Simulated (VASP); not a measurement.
BaY (L10 type):

```
CELL_PARAMETERS angstrom
3.66117 0.00000 0.00000
0.00000 3.66117 0.00000
0.00000 0.00000 4.97919
ATOMIC_POSITIONS crystal
Ba 0.00000 0.00000 0.00000
Y 0.50000 0.50000 0.50000
```

| Item | Value |
| --- | --- |
| Program | VASP 6.6.1 |
| Task | relaxation of cell and atoms |
| Functional | PBE |
| Potentials or basis | VASP PAW PBE potentials, release 64 (Ba_sv, Y_sv) |
| Cutoff | 600 eV |
| k mesh | 11 × 11 × 8 |
| Occupations | fermi-dirac, width 0.03 eV |
| Spin | no spin polarisation |

At the start: pressure 7.0 GPa; volume 33.37 Å³/atom.

Question: How do energy, volume and symmetry change on relaxing?

Answer: Over 11 steps the energy falls by 186.7 meV/atom and the volume is 43.21 Å³/atom (+29.5 %); space group P4/mmm (No. 123, to 0.1 Å) before and after.

Step by step:
| step | energy change (eV) | largest force (eV/Å) | pressure (GPa) | volume (Å³) |
| --- | --- | --- | --- | --- |
| 1 | 0.0000 | 0.0000 | 6.98 | 66.74 |
| 2 | -0.3465 | 0.0000 | 1.10 | 81.78 |
| 3 | -0.3618 | 0.0000 | -0.27 | 87.86 |
| 4 | -0.3628 | 0.0000 | -0.02 | 86.65 |
| 5 | -0.3647 | 0.0000 | -0.02 | 86.63 |
| 6 | -0.3694 | 0.0000 | 0.00 | 86.55 |
| 7 | -0.3733 | 0.0000 | 0.03 | 86.28 |
| 8 | -0.3733 | 0.0000 | 0.03 | 86.31 |
| 9 | -0.3733 | 0.0000 | 0.03 | 86.30 |
| 10 | -0.3733 | 0.0000 | -0.03 | 86.62 |
| 11 | -0.3734 | 0.0000 | 0.00 | 86.42 |

Final structure:
```
CELL_PARAMETERS angstrom
3.86511 0.00000 0.00000
0.00000 3.86511 0.00000
0.00000 0.00000 5.78505
ATOMIC_POSITIONS crystal
Ba 0.00000 0.00000 0.00000
Y 0.50000 0.50000 0.50000
```

Caveat: the volume moved by over 15 % at a fixed basis, so the end points are rough.
